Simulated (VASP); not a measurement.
# Ir2Pt (P4_2/mnm) in VASP: further runs, part 2 of 2

VASP 6.6.1.

### Step 3. Single point, PBE

This run uses another cell than the first one, of 20.41 Å³/atom.

INCAR reads:

```
SYSTEM = Ir2Pt
ALGO = Normal
EDIFF = 1E-6
ENCUT = 520
GGA = PE
ISIF = 2
ISMEAR = 0
LASPH = .True.
LCHARG = .False.
LREAL = .False.
LWAVE = .False.
NBANDS = 37
NELM = 100
PREC = Accurate
SIGMA = 0.1
```

KPOINTS reads:

```
k-points
0
Gamma
  4 4 6
  0 0 0
```

POSCAR reads:

```
Ir2Pt
1.0
    5.2362173376      0.0000000000      0.0000000000
    0.0000000000      5.2362173376      0.0000000000
    0.0000000000      0.0000000000      4.4665074479
Ir Pt
4 2
Direct
    0.3302416002      0.3302416002      0.0000000000
    0.1697583998      0.8302416002      0.5000000000
    0.6697583998      0.6697583998      0.0000000000
    0.8302416002      0.1697583998      0.5000000000
    0.0000000000      0.0000000000      0.0000000000
    0.5000000000      0.5000000000      0.5000000000
```

Potentials or basis: VASP PAW PBE potentials, release 64 (Ir, Pt).

Command:

```sh
$ cat potpaw_PBE.64/Ir/POTCAR potpaw_PBE.64/Pt/POTCAR > POTCAR
$ mpirun -np 1 vasp_std > vasp.out
```

OUTCAR:

```text
SYSTEM = Ir2Pt
   EDIFF = 1E-6
   ENCUT = 520
   GGA = PE
   ISIF = 2
   ISMEAR = 0
   LASPH = .True.
   LREAL = .False.
   NELM = 100
   PREC = Accurate

 ion  position               nearest neighbor table
   1  0.330  0.330  0.000-   5 2.45   3 2.51   6 2.56   6 2.56
   2  0.170  0.830  0.500-   6 2.45   4 2.51   5 2.56   5 2.56
   3  0.670  0.670  0.000-   5 2.45   1 2.51   6 2.56   6 2.56
   4  0.830  0.170  0.500-   6 2.45   2 2.51   5 2.56   5 2.56
   5  0.000  0.000  0.000-   1 2.45   3 2.45   2 2.56   4 2.56   2 2.56   4 2.56
   6  0.500  0.500  0.500-   2 2.45   4 2.45   3 2.56   1 2.56   1 2.56   3 2.56

  LATTYP: Found a simple tetragonal cell.
 ALAT       =     5.2362173376
 C/A-ratio  =     0.8530026849

  Lattice vectors:

 A1 = (   5.2362173376,   0.0000000000,   0.0000000000)
 A2 = (   0.0000000000,   5.2362173376,   0.0000000000)
 A3 = (   0.0000000000,   0.0000000000,   4.4665074479)

Analysis of symmetry for initial positions (statically):
=====================================================================
 Subroutine PRICEL returns:
 Original cell was already a primitive cell.

 Routine SETGRP: Setting up the symmetry group for a
 simple tetragonal supercell.

 Subroutine GETGRP returns: Found 16 space group operations
 (whereof  8 operations were pure point group operations)
 out of a pool of 16 trial point group operations.

The static configuration has the point symmetry D_2h.
 The point group associated with its full space group is D_4h.

Analysis of symmetry for dynamics (positions and initial velocities):
=====================================================================
 Subroutine PRICEL returns:
 Original cell was already a primitive cell.

 Routine SETGRP: Setting up the symmetry group for a
 simple tetragonal supercell.
[... 130 lines left out ...]
   IALGO  =     38    algorithm
   IMIX   =      4    mixing-type and parameters
     AMIX     =   0.40;   BMIX     =  1.00
     AMIX_MAG =   1.60;   BMIX_MAG =  1.00
  volume/ion in A,a.u.               =      20.41       137.74
  Fermi-wavevector in a.u.,A,eV,Ry     =   1.261255  2.383427 21.643675  1.590765
  Thomas-Fermi vector in A             =   2.394724
   LORBIT       =      0    0 simple, 1 ext, 2 COOP (PROOUT), +10 PAW based schemes
   GGA     = PE    functional components
   LHFCALC =     F    Hartree Fock is set to
   AEXX    =    0.0000 exact exchange contribution
   IVDW    =     0    specifies the selected vdW correction
   LEPSILON=     F    determine dielectric tensor
   LRPA    =     F    only Hartree local field effects (RPA)
 non-spin polarized calculation
 Gauss-broadening in eV      SIGMA  =   0.10
  energy-cutoff  :      520.00
  volume of cell :      122.46
 maximum number of plane-waves:      3328
 NGX is ok and might be reduce to    40
   NGX = 19   NGY = 19   NGZ = 17

 number of electron      56.0000001 magnetization

 Free energy of the ion-electron system (eV)
  ---------------------------------------------------
  ext. energy  EPLUGINS =         0.00000000
  ---------------------------------------------------
  free energy    TOTEN  =       -38.18127597 eV

  energy without entropy =      -38.11481730  energy(sigma->0) =      -38.14804663

 E-fermi :   5.7100     XC(G=0): -11.5299

 val. band max:        5.7037074378   @ k =   0.0000   0.0000   0.5000
 cond. band min:       5.7132919057   @ k =   0.5000   0.0000   0.0000
 fundamental gap:      0.0095844679
 Fermi energy:         5.7099969797

 k-point     1 :       0.0000    0.0000    0.0000
  band No.  band energies     occupation
      1      -2.6759      2.00000
      2      -1.2118      2.00000
      3       0.2278      2.00000
      4       0.6762      2.00000
      5       0.6762      2.00000
      6       0.8808      2.00000
[... 949 lines left out ...]
     36       7.1354      0.00000
     37       8.4359      0.00000

------------------------ aborting loop because EDIFF is reached ----------------------------------------

  FORCE on cell =-STRESS in cart. coord.  units (eV):
  Direction    XX          YY          ZZ          XY          YZ          ZX
  --------------------------------------------------------------------------------------
  -------------------------------------------------------------------------------------
  Total        0.0742521      0.0742521     -0.4415275     -0.0000000      0.0000000      0.0000000
  in kB        0.9714395      0.9714395     -5.7765027     -0.0000000      0.0000000      0.0000000
  external PRESSURE =      -1.2778746 kB  Pullay stress =       0.0000000 kB

 VOLUME and BASIS-vectors are now :
 -----------------------------------------------------------------------------
  energy-cutoff  :      520.00
  volume of cell :      122.46
      direct lattice vectors                 reciprocal lattice vectors
     5.236217338  0.000000000  0.000000000     0.190977558  0.000000000  0.000000000
     0.000000000  5.236217338  0.000000000     0.000000000  0.190977558  0.000000000
     0.000000000  0.000000000  4.466507448     0.000000000  0.000000000  0.223888578

 POSITION                                       TOTAL-FORCE (eV/Angst)
 -----------------------------------------------------------------------------------
      1.72922      1.72922      0.00000        -0.044041     -0.044041     -0.000000
      0.88889      4.34733      2.23325         0.044041     -0.044041     -0.000000
      3.50700      3.50700      0.00000         0.044041      0.044041      0.000000
      4.34733      0.88889      2.23325        -0.044041      0.044041      0.000000
      0.00000      0.00000      0.00000        -0.000000      0.000000      0.000000
      2.61811      2.61811      2.23325        -0.000000      0.000000      0.000000
 -----------------------------------------------------------------------------------
    total drift:                                0.000000     -0.000000      0.000000

  FREE ENERGIE OF THE ION-ELECTRON SYSTEM (eV)
  ---------------------------------------------------
  free  energy   TOTEN  =       -38.1812759673 eV

  energy  without entropy=      -38.1148172968  energy(sigma->0) =      -38.14804663
```

OSZICAR:

```text
N       E                     dE             d eps       ncg     rms          rms(c)
DAV:   1     0.514665490581E+03    0.51467E+03   -0.24960E+04  1776   0.143E+03
DAV:   2    -0.342068018642E+01   -0.51809E+03   -0.48959E+03  1796   0.398E+02
DAV:   3    -0.393815123256E+02   -0.35961E+02   -0.32422E+02  2300   0.103E+02
DAV:   4    -0.409707233323E+02   -0.15892E+01   -0.15646E+01  2075   0.236E+01
DAV:   5    -0.410143410013E+02   -0.43618E-01   -0.43557E-01  2119   0.331E+00    0.248E+01
DAV:   6    -0.387739298457E+02    0.22404E+01   -0.98435E+00  2015   0.187E+01    0.148E+01
DAV:   7    -0.388872764138E+02   -0.11335E+00   -0.60221E+00  2628   0.228E+01    0.897E+00
DAV:   8    -0.382104978255E+02    0.67678E+00   -0.32452E+00  2589   0.138E+01    0.322E+00
DAV:   9    -0.381812541964E+02    0.29244E-01   -0.13519E-01  1870   0.241E+00    0.264E-01
DAV:  10    -0.381812576873E+02   -0.34909E-05   -0.56423E-03  2149   0.586E-01    0.162E-01
DAV:  11    -0.381812554371E+02    0.22502E-05   -0.23869E-04  2157   0.808E-02    0.601E-02
DAV:  12    -0.381812757257E+02   -0.20289E-04   -0.33615E-05  2295   0.364E-02    0.131E-02
DAV:  13    -0.381812759673E+02   -0.24160E-06   -0.23344E-06  1148   0.149E-02
   1 F= -.38181276E+02 E0= -.38148047E+02  d E =-.664587E-01
```

stdout:

```text
POSCAR found type information on POSCAR IrPt
 POSCAR found :  2 types and       6 ions
 scaLAPACK will be used
 LDA part: xc-table for (Slater+PW92), standard interpolation
 POSCAR, INCAR and KPOINTS ok, starting setup
 FFT: planning ... GRIDC
 FFT: planning ... GRID_SOFT
 FFT: planning ... GRID
 WAVECAR not read
 entering main loop
```

Wall time 56 s (1 thread of Intel Xeon Platinum 8488C (Sapphire Rapids), shared host); peak memory 0.28 GiB.

What came out:

```yaml
Free_energy: -38.1813 eV
Pressure: -0.1 GPa
Largest_force: 0.062 eV/Å
Band_gap_on_the_k_mesh: zero (bands 28 and 29 overlap by 0.27 eV)
```

Forces in eV/Å, atoms in the order of the input:
```
Ir  -0.044 -0.044  0.000
Ir   0.044 -0.044  0.000
Ir   0.044  0.044  0.000
Ir  -0.044  0.044  0.000
Pt   0.000  0.000  0.000
Pt   0.000  0.000  0.000
```

Levels at points of the mesh, in eV from the Fermi level:
```csv
k point,band 24,band 25,band 26,band 27,band 28,band 29,band 30,band 31,band 32,band 33
"(0.00, 0.00, 0.00)",-0.26,-0.25,-0.25,-0.17,0.21,0.28,0.53,0.66,0.66,1.32
"(0.50, 0.00, 0.00)",-1.04,-0.52,-0.52,-0.40,-0.40,0.00,0.00,0.36,0.36,2.52
"(0.50, 0.50, 0.00)",-0.64,-0.42,-0.42,-0.29,-0.29,-0.04,-0.04,0.52,0.52,0.57
"(0.00, 0.00, 0.50)",-0.65,-0.20,-0.20,-0.01,-0.01,0.41,0.41,0.59,0.59,2.43
"(0.50, 0.00, 0.50)",-0.93,-0.73,-0.73,0.06,0.06,0.20,0.20,1.16,1.16,1.92
"(0.50, 0.50, 0.50)",-0.79,-0.31,-0.31,-0.04,-0.04,0.45,0.45,0.50,0.50,1.02
```

Caveat: spin-orbit coupling is left out, which moves the levels of the heavy elements.

The gap in the log of VASP goes by the Fermi energy; the results here count the filled bands.